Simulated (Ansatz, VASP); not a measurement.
# BN: VASP beside Ansatz

```
CELL_PARAMETERS angstrom
0.00000 1.81216 1.81216
1.81216 0.00000 1.81216
1.81216 1.81216 0.00000
ATOMIC_POSITIONS crystal
B 0.00000 0.00000 0.00000
N 0.75000 0.75000 0.75000
```

Alike in both runs: task relaxation of cell and atoms; functional PBE; k mesh 12 × 12 × 12; occupations gaussian, width 0.02 eV; no spin polarisation.

|  | VASP | Ansatz |
| --- | --- | --- |
| version | VASP 6.6.1 | Ansatz 0.2.0 |
| potentials or method | VASP PAW PBE potentials, release 64 (B, N), cutoff 600 eV | scalar-relativistic, plane waves, PAW |
| valence electrons in the cell | 8 | 8 |

VASP gave:

```
gap on the k mesh at the Fermi level, each at its own relaxed structure (eV) : 4.45
relaxed volume (Å³/atom)                                                     : 5.95
relaxed cell length with the largest relative difference (Å)                 : 2.563
```

Task: What did Ansatz give for the same quantities?

Result: gap on the k mesh at the Fermi level, each at its own relaxed structure (eV): 4.46; relaxed volume (Å³/atom): 5.95; relaxed cell length with the largest relative difference (Å): 2.563.

Noted on VASP's run: the relaxation stopped at its first step, so nothing moved.
